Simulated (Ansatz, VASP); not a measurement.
## Two plane-wave programs on Cu

Contents of INCAR:

```
SYSTEM = Cu
PREC = Accurate
ENCUT = 520
EDIFF = 1E-7
ISMEAR = 1
SIGMA = 0.1
LREAL = .False.
LASPH = .True.
NELM = 60
ALGO = Normal
ISIF = 2
LWAVE = .False.
LCHARG = .False.
GGA = PS
NBANDS = 30
```

Contents of KPOINTS:

```
Automatic mesh
0
Gamma
  10 10 3
  0 0 0
```

POSCAR

```
Cu
1.0
    2.5307640300      0.0000000000      0.0000000000
   -1.2653820100      2.1917059400      0.0000000000
    0.0000000000      0.0000000000      8.2618150800
Cu
4
Direct
    0.0000000000      0.0000000000      0.0000000000
    0.3333333296      0.6666666697      0.2500000000
    0.0000000000      0.0000000000      0.5000000000
    0.6780733101      0.3561466097      0.7500000000
```

Input for Ansatz:

```yaml
crystal:
  lattice:
    - [2.53076403, 0.0, 0.0]
    - [-1.26538201, 2.19170594, 0.0]
    - [0.0, 0.0, 8.26181508]
  atoms:
    - { symbol: Cu, position: [0.0, 0.0, 0.0] }
    - { symbol: Cu, position: [0.3333333295857175, 0.6666666697084374, 0.25] }
    - { symbol: Cu, position: [0.0, 0.0, 0.5] }
    - { symbol: Cu, position: [0.6780733100756304, 0.35614660970440226, 0.75] }
kpoints:
  mp_grid:
    grid: [10, 10, 3]
    shift: [0.0, 0.0, 0.0]
hamiltonian:
  xc: pbesol
  pseudopotentials:
    kind: paw
scf:
  occupations:
    method: methfessel_paxton
    width: 0.1
output:
  forces: true
```

Alike in both runs: task single point; functional PBEsol; k mesh 10 × 10 × 3; occupations methfessel-paxton of order 1, width 0.1 eV; no spin polarisation.

|  | VASP | Ansatz |
| --- | --- | --- |
| version | VASP 6.6.1 | Ansatz 0.2.0 |
| potentials or method | VASP PAW PBE potentials, release 64 (Cu) | plane waves, PAW |
| plane-wave cutoff (eV) | 520 | 420 |
| valence electrons in the cell | 44 | 76 |

|  | VASP | Ansatz | Ansatz less VASP |
| --- | --- | --- | --- |
| rms of the force components (eV/Å) | 0.028 | 0.027 | -0.0002 |

VASP's potentials were made for PBE, not for PBEsol. Atom by atom the forces differ by 0.000 eV/Å (rms over components). With one functional, cell and mesh, what is left measures potentials, basis and numerics. VASP's potentials hold 44 valence electrons a cell and Ansatz's 76, so a difference there can come from the potentials and not from the codes.
